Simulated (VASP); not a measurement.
# HCl in VASP: notebook

HCl is run at these levels: PBE; tasks: single point.

Everything below comes from runs of VASP 6.6.1. Logs are shortened: lines on timing, memory, paths and dates and some standing lists are left out, and cuts for length are marked.

### 1 The cell of the first run

The cell holds an amorphous packing of atoms, 20 atoms: a = 7.417 Å, b = 7.417 Å, c = 7.417 Å, α = 90.00°, β = 90.00°, γ = 90.00°.

### 2 Single point, PBE

Contents of INCAR:

```
PREC     = Accurate       # precision mode
ENCUT    = 520            # plane-wave cutoff, eV
EDIFF    = 1E-6           # SCF threshold, eV
ISMEAR   = -1             # smearing method
SIGMA    = 0.05           # smearing width, eV
LREAL    = Auto         
LASPH    = T              # aspherical terms in the spheres
NELM     = 80             # most SCF steps
ALGO     = Normal         # electronic algorithm
ISIF     = 2              # what is computed and relaxed
LWAVE    = F              # write WAVECAR
LCHARG   = T              # write CHGCAR
GGA      = PE             # functional
LELF     = T              # ELF
LVHAR    = T            
NBANDS   = 56             # bands
```

Contents of KPOINTS:

```
regular mesh
0
Gamma
  1 1 1
```

Contents of POSCAR:

```
HCl
1.0
    7.4168600000      0.0000000000      0.0000000000
    0.0000000000      7.4168600000      0.0000000000
    0.0000000000      0.0000000000      7.4168600000
Cl H
10 10
Direct
    0.2973630813      0.0986730036      0.3752505019
    0.0905056979      0.5435838674      0.3687735226
    0.6978396847      0.2978253365      0.3405285754
    0.4372301692      0.2464998093     -0.0992033672
    0.6892510521      0.7879083690      0.1543993763
    0.8237781691      0.5045919150      0.8097386859
    0.2266415011      0.7278007047      0.9693850471
    0.4793629850      0.6996841483      0.5627177981
    0.9973494606      0.1412099479      0.0148520780
    0.9079471691      0.9414439651      0.6056204252
    0.3789836913     -0.0293496736      0.4644162789
    0.1302376732      0.6072174553      0.2060754253
    0.8484799901      0.3906299820      0.3469466585
    0.4004378951      0.1855028503      0.0606038471
    0.7327417501      0.6626850906      0.0350378956
    0.7040543858      0.5926833968      0.7134918361
    0.1286369885      0.8746068522      0.9861644675
    0.5631842080      0.6919271971      0.4063040670
    0.8753834166      0.1444338325      0.1426772666
    0.9757205313      0.8151887498      0.5043355141
```

Potentials or basis: VASP PAW PBE potentials, release 64 (Cl, H).

Started as:

```console
$ cat potpaw_PBE.64/Cl/POTCAR potpaw_PBE.64/H/POTCAR > POTCAR
$ mpirun -np 1 vasp_gam > vasp.out
```

OUTCAR:

```text
PREC = Accurate
   ENCUT = 520
   EDIFF = 1E-6
   ISMEAR = -1
   LREAL = Auto
   LASPH = T
   NELM = 80
   ISIF = 2
   GGA = PE

 ion  position               nearest neighbor table
   1  0.297  0.099  0.375-  11 1.31
   2  0.091  0.544  0.369-  12 1.33
   3  0.698  0.298  0.341-  13 1.31
   4  0.437  0.246  0.901-  14 1.30
   5  0.689  0.788  0.154-  15 1.32
   6  0.824  0.505  0.810-  16 1.31
[... 12 lines left out ...]
  19  0.875  0.144  0.143-   9 1.31
  20  0.976  0.815  0.504-  10 1.30

  LATTYP: Found a simple cubic cell.
 ALAT       =     7.4168600000

  Lattice vectors:

 A1 = (   7.4168600000,   0.0000000000,   0.0000000000)
 A2 = (   0.0000000000,   7.4168600000,   0.0000000000)
 A3 = (   0.0000000000,   0.0000000000,   7.4168600000)

Analysis of symmetry for initial positions (statically):
=====================================================================
 Subroutine PRICEL returns:
 Original cell was already a primitive cell.

 Routine SETGRP: Setting up the symmetry group for a
 simple cubic supercell.

 Subroutine GETGRP returns: Found  1 space group operations
 (whereof  1 operations were pure point group operations)
 out of a pool of 48 trial point group operations.

The static configuration has the point symmetry C_1 .

Analysis of symmetry for dynamics (positions and initial velocities):
=====================================================================
 Subroutine PRICEL returns:
 Original cell was already a primitive cell.

 Routine SETGRP: Setting up the symmetry group for a
 simple cubic supercell.

 Subroutine GETGRP returns: Found  1 space group operations
 (whereof  1 operations were pure point group operations)
 out of a pool of 48 trial point group operations.

The dynamic configuration has the point symmetry C_1 .

 Subroutine INISYM returns: Found  1 space group operations
 (whereof  1 operations are pure point group operations),
 and found     1 'primitive' translations

----------------------------------------------------------------------------------------

                                     Primitive cell

  volume of cell :     408.0001

  direct lattice vectors                    reciprocal lattice vectors
     7.416860000  0.000000000  0.000000000     0.134827946  0.000000000  0.000000000
     0.000000000  7.416860000  0.000000000     0.000000000  0.134827946  0.000000000
[... 100 lines left out ...]
   NSW    =      0    number of steps for IOM
   IBRION =     -1    ionic relax: 0-MD 1-quasi-New 2-CG
   NFREE  =      0    steps in history (QN), initial steepest desc. (CG)
   ISIF   =      2    stress and relaxation
   ISYM   =      2    0-nonsym 1-usesym 2-fastsym
   POTIM  = 0.5000    time-step for ionic-motion
   TEBEG  =    0.0;   TEEND  =   0.0 temperature during run
   PSTRESS=    0.0 pullay stress
   NELECT =      80.0000    total number of electrons
   NUPDOWN=      -1.0000    fix difference up-down
   EMIN   =  10.00;   EMAX   =-10.00  energy-range for DOS
   EFERMI =   0.00;   METHOD = LEGACY
   ISMEAR =    -1;   SIGMA  =   0.05  broadening in eV -4-tet -1-fermi 0-gaus
   EFERMI_NEDOS =   21; number of points for ismear=-14 and -15
   IALGO  =     38    algorithm
   IMIX   =      4    mixing-type and parameters
     AMIX     =   0.40;   BMIX     =  1.00
     AMIX_MAG =   1.60;   BMIX_MAG =  1.00
  volume/ion in A,a.u.               =      20.40       137.67
  Fermi-wavevector in a.u.,A,eV,Ry     =   0.951082  1.797285 12.307251  0.904557
  Thomas-Fermi vector in A             =   2.079519
   LORBIT       =      0    0 simple, 1 ext, 2 COOP (PROOUT), +10 PAW based schemes
   GGA     = PE    functional components
   LHFCALC =     F    Hartree Fock is set to
   AEXX    =    0.0000 exact exchange contribution
   IVDW    =     0    specifies the selected vdW correction
   LEPSILON=     F    determine dielectric tensor
   LRPA    =     F    only Hartree local field effects (RPA)
 non-spin polarized calculation
  energy-cutoff  :      520.00
  volume of cell :      408.00
 maximum number of plane-waves:      5534
 NGX is ok and might be reduce to    54
   NGX = 27   NGY = 27   NGZ = 27

 number of electron      79.9999998 magnetization

 Free energy of the ion-electron system (eV)
  ---------------------------------------------------
  ext. energy  EPLUGINS =         0.00000000
  ---------------------------------------------------
  free energy    TOTEN  =       -61.53204617 eV

  energy without entropy =      -61.53204617  energy(sigma->0) =      -61.53204617

 E-fermi :  -1.0999     XC(G=0):  -6.9500

 val. band max:       -2.3788156633   @ k =   0.0000   0.0000   0.0000
 cond. band min:       3.0816781483   @ k =   0.0000   0.0000   0.0000
 fundamental gap:      5.4604938115
 Fermi energy:        -1.0999120887

 k-point     1 :       0.0000    0.0000    0.0000
  band No.  band energies     occupation
      1     -17.0102      2.00000
      2     -16.7607      2.00000
      3     -16.4997      2.00000
      4     -16.4259      2.00000
      5     -16.3824      2.00000
      6     -16.2176      2.00000
[... 44 lines left out ...]
     51       6.1827      0.00000
     52       6.6104      0.00000
 [bands above 52 left out]

------------------------ aborting loop because EDIFF is reached ----------------------------------------

  FORCE on cell =-STRESS in cart. coord.  units (eV):
  Direction    XX          YY          ZZ          XY          YZ          ZX
  --------------------------------------------------------------------------------------
  -------------------------------------------------------------------------------------
  Total        4.6722167      2.7368269      1.9374603      1.1171140     -0.3776021      0.9506856
  in kB       18.3473489     10.7472579      7.6082217      4.3867999     -1.4828074      3.7332514
  external PRESSURE =      12.2342761 kB  Pullay stress =       0.0000000 kB

 VOLUME and BASIS-vectors are now :
 -----------------------------------------------------------------------------
  energy-cutoff  :      520.00
  volume of cell :      408.00
      direct lattice vectors                 reciprocal lattice vectors
     7.416860000  0.000000000  0.000000000     0.134827946  0.000000000  0.000000000
     0.000000000  7.416860000  0.000000000     0.000000000  0.134827946  0.000000000
     0.000000000  0.000000000  7.416860000     0.000000000  0.000000000  0.134827946

 POSITION                                       TOTAL-FORCE (eV/Angst)
 -----------------------------------------------------------------------------------
      2.20550      0.73184      2.78318         0.066663     -0.116070      0.067730
      0.67127      4.03169      2.73514         0.036680      0.006862     -0.104045
      5.17578      2.20893      2.52565         0.079611      0.047988      0.017179
      3.24287      1.82825      6.68108        -0.041371     -0.053616      0.116443
      5.11208      5.84381      1.14516         0.023119     -0.067538     -0.060999
      6.10985      3.74249      6.00572        -0.075787      0.072215     -0.073660
[... 12 lines left out ...]
      6.49260      1.07125      1.05822         0.096930     -0.006960     -0.118377
      7.23678      6.04614      3.74059        -0.063947      0.140140      0.136374
 -----------------------------------------------------------------------------------
    total drift:                               -0.000146      0.003269     -0.003059

  FREE ENERGIE OF THE ION-ELECTRON SYSTEM (eV)
  ---------------------------------------------------
  free  energy   TOTEN  =       -61.5320461665 eV

  energy  without entropy=      -61.5320461665  energy(sigma->0) =      -61.53204617
```

OSZICAR:

```text
N       E                     dE             d eps       ncg     rms          rms(c)
DAV:   1     0.749327298174E+03    0.74933E+03   -0.37304E+04   112   0.126E+03
DAV:   2     0.283477362613E+02   -0.72098E+03   -0.68103E+03   152   0.251E+02
DAV:   3    -0.606274133727E+02   -0.88975E+02   -0.88293E+02   144   0.988E+01
DAV:   4    -0.626483905522E+02   -0.20210E+01   -0.20153E+01   136   0.180E+01
DAV:   5    -0.626940279582E+02   -0.45637E-01   -0.45626E-01   144   0.282E+00    0.236E+01
DAV:   6    -0.617060339521E+02    0.98799E+00   -0.14121E+00   128   0.394E+00    0.135E+01
DAV:   7    -0.615373245540E+02    0.16871E+00   -0.12798E+00   136   0.392E+00    0.294E+00
DAV:   8    -0.615335801473E+02    0.37444E-02   -0.14766E-01   136   0.149E+00    0.107E+00
DAV:   9    -0.615323157277E+02    0.12644E-02   -0.94166E-03   144   0.395E-01    0.396E-01
DAV:  10    -0.615320954035E+02    0.22032E-03   -0.47097E-03   128   0.245E-01    0.157E-01
DAV:  11    -0.615320271338E+02    0.68270E-04   -0.33178E-04   144   0.827E-02    0.106E-01
DAV:  12    -0.615320309732E+02   -0.38393E-05   -0.14616E-04   144   0.481E-02    0.445E-02
DAV:  13    -0.615320462733E+02   -0.15300E-04   -0.77280E-05   136   0.508E-02    0.198E-02
DAV:  14    -0.615320448225E+02    0.14508E-05   -0.37193E-05   144   0.274E-02    0.908E-03
DAV:  15    -0.615320459976E+02   -0.11751E-05   -0.75902E-06   136   0.107E-02    0.875E-03
DAV:  16    -0.615320461665E+02   -0.16888E-06   -0.27387E-07    80   0.234E-03
   1 F= -.61532046E+02 E0= -.61532046E+02  d E =-.248740E-10
```

stdout:

```text
POSCAR found type information on POSCAR ClH
 POSCAR found :  2 types and      20 ions
 scaLAPACK will be used
 LDA part: xc-table for (Slater+PW92), standard interpolation
 POSCAR, INCAR and KPOINTS ok, starting setup
 FFT: planning ... GRIDC
 FFT: planning ... GRID_SOFT
 FFT: planning ... GRID
 WAVECAR not read
 entering main loop
```

It took 42 s on 1 thread of Intel Xeon Platinum 8375C at 2.90GHz (Ice Lake), shared host; peak memory 0.42 GiB.

What came out:

| Property | Result |
| --- | --- |
| Free energy | -61.5320 eV |
| Pressure | 1.2 GPa |
| Largest force | 0.214 eV/Å |
| Band gap on the k mesh | 5.46 eV |

Forces on the atoms (eV/Å):
```
Cl   0.067 -0.116  0.068
Cl   0.037  0.007 -0.104
Cl   0.080  0.048  0.017
Cl  -0.041 -0.054  0.116
Cl   0.023 -0.068 -0.061
Cl  -0.076  0.072 -0.074
Cl  -0.048  0.092  0.003
Cl   0.048  0.007 -0.095
Cl  -0.101 -0.006  0.118
Cl   0.069 -0.145 -0.142
H   -0.069  0.117 -0.075
H   -0.022 -0.019  0.102
H   -0.095 -0.039 -0.002
H    0.052  0.052 -0.152
H   -0.027  0.072  0.067
H    0.083 -0.071  0.080
H    0.049 -0.080  0.002
H   -0.060 -0.004  0.113
H    0.097 -0.007 -0.118
H   -0.064  0.140  0.136
```

Stress tensor (GPa, compression positive):
```
 1.83  0.44  0.37
 0.44  1.07 -0.15
 0.37 -0.15  0.76
```

Caveat: the k points lie up to 0.85 Å⁻¹ apart.

### 3 Single point, PBE

Contents of INCAR:

```
SYSTEM = HCl
  ALGO = Normal
  EDIFF = 1E-6
  ENCUT = 520
  GGA = PE
  ISIF = 2
  ISMEAR = -1
  LASPH = .TRUE.
  LCHARG = .FALSE.
  LREAL = Auto
  LWAVE = .FALSE.
  NBANDS = 56
  NELM = 100
  PREC = Accurate
  SIGMA = 0.05
```

Contents of KPOINTS:

```
k-points
0
G
  1 1 1
  0 0 0
```

Contents of POSCAR:

```
HCl
1.0
    7.4168600000      0.0000000000      0.0000000000
    0.0000000000      7.4168600000      0.0000000000
    0.0000000000      0.0000000000      7.4168600000
Cl H
10 10
Direct
    0.2881138379      0.0941099063      0.3888437964
    0.0897819293      0.5505429521      0.3542064971
    0.7075096469      0.2708963092      0.3461033375
    0.4152296255      0.2512518775     -0.0785777270
    0.6829170296      0.7897277284      0.1429445884
    0.8135383437      0.5005217842      0.8222886774
    0.2074058294      0.7398144228      0.9567121396
    0.4907467581      0.7035457053      0.5572978322
    1.0064501689      0.1634114706      0.0177433577
    0.8956350801      0.9418001688      0.6140064663
    0.3798103240     -0.0387765173      0.4484916798
    0.1383065071      0.6412417115      0.2027542653
    0.8593798454      0.3627950373      0.3192186451
    0.4718169144      0.2903115335      0.0864651618
    0.7119724520      0.6252106687      0.0925459022
    0.6831462371      0.5773602306      0.7384526606
    0.1212372891      0.8955002521      0.9319981771
    0.5754726394      0.7100309295      0.4028793856
    0.9104391886      0.1190800420      0.1655282694
    1.0721518271      0.9104122230      0.6300779575
```

Potentials or basis: VASP PAW PBE potentials, release 64 (Cl, H).

Started as:

```console
$ cat potpaw_PBE.64/Cl/POTCAR potpaw_PBE.64/H/POTCAR > POTCAR
$ mpirun -np 1 vasp_gam > vasp.out
```

OUTCAR:

```text
SYSTEM = HCl
   EDIFF = 1E-6
   ENCUT = 520
   GGA = PE
   ISIF = 2
   ISMEAR = -1
   LASPH = .TRUE.
   LREAL = Auto
   NELM = 100
   PREC = Accurate

 ion  position               nearest neighbor table
   1  0.288  0.094  0.389-  11 1.28
   2  0.090  0.551  0.354-  12 1.36
   3  0.708  0.271  0.346-  13 1.33
   4  0.415  0.251  0.921-  14 1.33
   5  0.683  0.790  0.143-  15 1.29
   6  0.814  0.501  0.822-  16 1.28
[... 12 lines left out ...]
  19  0.910  0.119  0.166-   9 1.35
  20  0.072  0.910  0.630-  10 1.34

  LATTYP: Found a simple cubic cell.
 ALAT       =     7.4168600000

  Lattice vectors:

 A1 = (   7.4168600000,   0.0000000000,   0.0000000000)
 A2 = (   0.0000000000,   7.4168600000,   0.0000000000)
 A3 = (   0.0000000000,   0.0000000000,   7.4168600000)

Analysis of symmetry for initial positions (statically):
=====================================================================
 Subroutine PRICEL returns:
 Original cell was already a primitive cell.
[... 186 lines left out ...]
 fundamental gap:      5.0077339533
 Fermi energy:        -0.9644029044

 k-point     1 :       0.0000    0.0000    0.0000
  band No.  band energies     occupation
      1     -17.0090      2.00000
      2     -16.6732      2.00000
      3     -16.5841      2.00000
      4     -16.5147      2.00000
      5     -16.2499      2.00000
      6     -16.1363      2.00000
[... 44 lines left out ...]
     51       6.3122      0.00000
     52       6.3832      0.00000
 [bands above 52 left out]

------------------------ aborting loop because EDIFF is reached ----------------------------------------

  FORCE on cell =-STRESS in cart. coord.  units (eV):
  Direction    XX          YY          ZZ          XY          YZ          ZX
  --------------------------------------------------------------------------------------
  -------------------------------------------------------------------------------------
  Total        3.6889345      3.5456415      1.6709415     -0.8852225      0.2927580      0.7287959
  in kB       14.4860934     13.9233955      6.5616277     -3.4761843      1.1496328      2.8619120
  external PRESSURE =      11.6570388 kB  Pullay stress =       0.0000000 kB

 VOLUME and BASIS-vectors are now :
 -----------------------------------------------------------------------------
  energy-cutoff  :      520.00
  volume of cell :      408.00
      direct lattice vectors                 reciprocal lattice vectors
     7.416860000  0.000000000  0.000000000     0.134827946  0.000000000  0.000000000
     0.000000000  7.416860000  0.000000000     0.000000000  0.134827946  0.000000000
     0.000000000  0.000000000  7.416860000     0.000000000  0.000000000  0.134827946

 POSITION                                       TOTAL-FORCE (eV/Angst)
 -----------------------------------------------------------------------------------
      2.13690      0.69800      2.88400        -0.267200      0.536151     -0.170683
      0.66590      4.08330      2.62710         0.195401      0.275974     -0.570082
      5.24750      2.00920      2.56700         0.340789      0.408347     -0.090426
      3.07970      1.86350      6.83406         0.527735      0.380814      0.679405
      5.06510      5.85730      1.06020        -0.178594      0.179190      0.287313
      6.03390      3.71230      6.09880         0.399837     -0.397443      0.184937
[... 12 lines left out ...]
      6.75260      0.88320      1.22770         0.537639      0.237994     -1.091951
      0.53514      6.75240      4.67320        -1.299551      0.201343     -0.258213
 -----------------------------------------------------------------------------------
    total drift:                                0.001829     -0.000391      0.001168

  FREE ENERGIE OF THE ION-ELECTRON SYSTEM (eV)
  ---------------------------------------------------
  free  energy   TOTEN  =       -60.9377877498 eV

  energy  without entropy=      -60.9377877497  energy(sigma->0) =      -60.93778775
```

Wall time 39 s (1 thread of Intel Xeon Platinum 8375C at 2.90GHz (Ice Lake), shared host); peak memory 0.42 GiB.

Results:

```yaml
Free_energy: -60.9378 eV
Pressure: 1.2 GPa
Largest_force: 1.357 eV/Å
Band_gap_on_the_k_mesh: 5.01 eV
```

Forces on the atoms (eV/Å):
```
Cl  -0.267  0.536 -0.171
Cl   0.195  0.276 -0.570
Cl   0.341  0.408 -0.090
Cl   0.528  0.381  0.679
Cl  -0.179  0.179  0.287
Cl   0.400 -0.397  0.185
Cl  -0.003  0.494 -0.370
Cl  -0.269 -0.019  0.162
Cl  -0.650 -0.521  1.071
Cl   1.240 -0.214  0.170
H    0.320 -0.503  0.280
H   -0.369 -0.463  0.633
H   -0.449 -0.097  0.191
H   -0.269 -0.297 -0.873
H    0.123 -0.055 -0.274
H   -0.278  0.245 -0.284
H    0.184 -0.421  0.465
H    0.163  0.029 -0.142
H    0.538  0.238 -1.092
H   -1.300  0.201 -0.258
```

Stress tensor (GPa, compression positive):
```
 1.45 -0.35  0.29
-0.35  1.39  0.11
 0.29  0.11  0.66
```

Caveat: the k points lie up to 0.85 Å⁻¹ apart.

(Part 1 of 2 ends here.)
